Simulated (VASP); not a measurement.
# MnO (R-3m) in VASP: notebook, part 2 of 2

VASP 6.6.1. The steps go on from the part before.

### 3 Single point, PBE+U, collinear spin, antiferromagnetic start (11.92 Å³/atom)

This run uses another cell than the first one, of 11.92 Å³/atom.

INCAR reads:

```
SYSTEM = MnO
ALGO     = Normal         ! electronic algorithm
EDIFF    = 1E-7           ! SCF threshold, eV
ENCUT    = 520            ! plane-wave cutoff, eV
GGA      = PE             ! functional
ISIF     = 2              ! what is computed and relaxed
ISMEAR   = 0              ! smearing method
ISPIN    = 2              ! spin polarisation
LASPH    = .True.         ! aspherical terms in the spheres
LCHARG   = .True.         ! write CHGCAR
LDAU     = .True.         ! DFT+U
LDAUJ    = 0 0          
LDAUL    = 2 -1           ! shell
LDAUPRINT= 1            
LDAUTYPE = 2            
LDAUU    = 3.9 0          ! U, eV
LELF     = .True.         ! ELF
LMAXMIX  = 4              ! l up to which the mixer works
LORBIT   = 11             ! projections on sites
LREAL    = .False.        ! projectors in reciprocal space
LVHAR    = .True.       
LWAVE    = .False.        ! write WAVECAR
MAGMOM   = 4.74 -4.74 0 0 ! initial moments
NBANDS   = 31             ! bands
NELM     = 150            ! most SCF steps
PREC     = Accurate       ! precision mode
SIGMA    = 0.05           ! smearing width, eV
```

KPOINTS reads:

```
k-points
0
Gamma
  12 12 12
  0 0 0
```

POSCAR reads:

```
MnO
1.0
    0.0000000000      2.2974800085      2.2974800085
    2.2974800085      0.0000000000      2.2974800086
    4.5430058735      2.2455258648     -2.2455258648
Mn O
2 2
Direct
    0.0000000000      0.0000000000      0.0000000000
    0.5000000000      0.0000000000      0.5000000000
    0.7500000000      0.5000000000      0.2500000000
    1.2500000000      0.5000000000      0.7500000000
```

Potentials or basis: VASP PAW PBE potentials, release 64 (Mn_pv, O).

Run with:

```sh
$ cat potpaw_PBE.64/Mn_pv/POTCAR potpaw_PBE.64/O/POTCAR > POTCAR
$ mpirun -np 1 vasp_std > vasp.out
```

OUTCAR:

```text
SYSTEM = MnO
   EDIFF = 1E-7
   ENCUT = 520
   GGA = PE
   ISIF = 2
   ISMEAR = 0
   ISPIN = 2
   LASPH = .True.
   LORBIT = 11
   LREAL = .False.
   NELM = 150
   PREC = Accurate

 ion  position               nearest neighbor table
   1  0.000  0.000  0.000-   3 2.28   4 2.28   3 2.28   4 2.28   4 2.28   3 2.28
   2  0.500  0.000  0.500-   4 2.28   3 2.28   4 2.28   3 2.28   4 2.28   3 2.28
   3  0.750  0.500  0.250-   2 2.28   1 2.28   2 2.28   1 2.28   2 2.28   1 2.28
   4  0.250  0.500  0.750-   1 2.28   2 2.28   1 2.28   2 2.28   2 2.28   1 2.28

  LATTYP: Found a trigonal (rhomboedric) cell.
 ALAT       =     5.5428941164
 COS(alpha) =     0.8281971685

  Lattice vectors:

 A1 = (   4.5430058735,   2.2455258648,  -2.2455258648)
 A2 = (   2.2455258650,   2.2455258648,  -4.5430058734)
 A3 = (   2.2455258650,   4.5430058733,  -2.2455258649)

Analysis of symmetry for initial positions (statically):
=====================================================================
 Subroutine PRICEL returns following result:

  LATTYP: Found a trigonal (rhomboedric) cell.
 ALAT       =     3.2124952904
 COS(alpha) =     0.4885319817
[... 12 lines left out ...]
 Subroutine GETGRP returns: Found 12 space group operations
 (whereof 12 operations were pure point group operations)
 out of a pool of 12 trial point group operations.

The static configuration has the point symmetry D_3d.

Analysis of symmetry for dynamics (positions and initial velocities):
=====================================================================
 Subroutine PRICEL returns following result:

  LATTYP: Found a trigonal (rhomboedric) cell.
 ALAT       =     3.2124952904
 COS(alpha) =     0.4885319817
[... 12 lines left out ...]
 Subroutine GETGRP returns: Found 12 space group operations
 (whereof 12 operations were pure point group operations)
[... 236 lines left out ...]

 number of electron      37.9999996 magnetization       0.0000000

 Free energy of the ion-electron system (eV)
  ---------------------------------------------------
  ext. energy  EPLUGINS =         0.00000000
  ---------------------------------------------------
  free energy    TOTEN  =       -31.05717045 eV

  energy without entropy =      -31.05717045  energy(sigma->0) =      -31.05717045

 E-fermi :   5.2867     XC(G=0): -11.3652

 val. band max:        4.9634550082   @ k =   0.0000  -0.0000   0.5000
 cond. band min:       6.4510544556   @ k =   0.0000   0.0000   0.0000
 fundamental gap:      1.4875994474
 Fermi energy:         5.2866671738

 spin component 1

 k-point     1 :       0.0000    0.0000    0.0000
  band No.  band energies     occupation
      1     -43.9378      1.00000
      2     -43.9024      1.00000
      3     -43.9024      1.00000
      4     -38.9952      1.00000
      5     -38.9604      1.00000
      6     -38.9604      1.00000
[... 1625 lines left out ...]
     30      16.4400      0.00000
     31      18.7375      0.00000

 [... further k-points ...]

------------------------ aborting loop because EDIFF is reached ----------------------------------------

  FORCE on cell =-STRESS in cart. coord.  units (eV):
  Direction    XX          YY          ZZ          XY          YZ          ZX
  --------------------------------------------------------------------------------------
  -------------------------------------------------------------------------------------
  Total       -1.9005902     -1.9005902     -1.9005902      0.0075515     -0.0075515     -0.0075515
  in kB      -63.8576190    -63.8576190    -63.8576190      0.2537210     -0.2537210     -0.2537210
  external PRESSURE =     -63.8576190 kB  Pullay stress =       0.0000000 kB

 VOLUME and BASIS-vectors are now :
 -----------------------------------------------------------------------------
  energy-cutoff  :      520.00
  volume of cell :       47.69
      direct lattice vectors                 reciprocal lattice vectors
     0.000000000  2.297480009  2.297480009    -0.108189089  0.327070411  0.108189089
     2.297480009  0.000000000  2.297480009     0.216378179 -0.218881321  0.218881321
     4.543005874  2.245525865 -2.245525865     0.110692232  0.110692232 -0.110692232

 POSITION                                       TOTAL-FORCE (eV/Angst)
 -----------------------------------------------------------------------------------
      0.00000      0.00000      0.00000         0.000000     -0.000000     -0.000000
      2.27150      2.27150      0.02598        -0.000000     -0.000000      0.000000
      2.28449      2.28449      2.31047         0.000000      0.000000      0.000000
      4.55599      2.25851      0.03897        -0.000000     -0.000000     -0.000000
 -----------------------------------------------------------------------------------
    total drift:                               -0.000000      0.000000      0.000000

  FREE ENERGIE OF THE ION-ELECTRON SYSTEM (eV)
  ---------------------------------------------------
  free  energy   TOTEN  =       -31.0571704451 eV

  energy  without entropy=      -31.0571704451  energy(sigma->0) =      -31.05717045

 total charge

# of ion       s       p       d       tot
------------------------------------------
    1        0.192   6.155   4.927  11.274
    2        0.192   6.155   4.927  11.274
    3        1.555   3.412   0.000   4.967
    4        1.555   3.412   0.000   4.967
--------------------------------------------------
tot          3.495  19.135   9.853  32.483

 magnetization (x)

# of ion       s       p       d       tot
------------------------------------------
    1        0.022   0.020   4.550   4.593
    2       -0.022  -0.020  -4.550  -4.593
    3        0.000   0.000   0.000   0.000
    4        0.000   0.000   0.000   0.000
--------------------------------------------------
tot          0.000   0.000   0.000   0.000
```

Run time: 8 min. Hardware: 1 thread of Oxide Virtual Turin-like, shared host; peak memory 0.43 GiB.

Results:

```
Free energy                                           : -31.0572 eV
Pressure                                              : -6.4 GPa
Band gap on the k mesh                                : 1.49 eV
Net moment                                            : 0.00 μB per cell
Site moments                                          : Mn +4.59, -4.59; O +0.00 μB
Valence electrons inside the program's atomic spheres : Mn 11.27; O 4.97
```

Eigenvalues of the final occupation matrices:
| site | spin | trace | eigenvalues |
| --- | --- | --- | --- |
| site 1 d | 1 | 4.75 | 0.94 0.94 0.94 0.97 0.97 |
| site 1 d | 2 | 0.19 | 0.02 0.02 0.02 0.07 0.07 |
| site 2 d | 1 | 0.19 | 0.02 0.02 0.02 0.07 0.07 |
| site 2 d | 2 | 4.75 | 0.94 0.94 0.94 0.97 0.97 |

Caveat: the cell stands under tension.
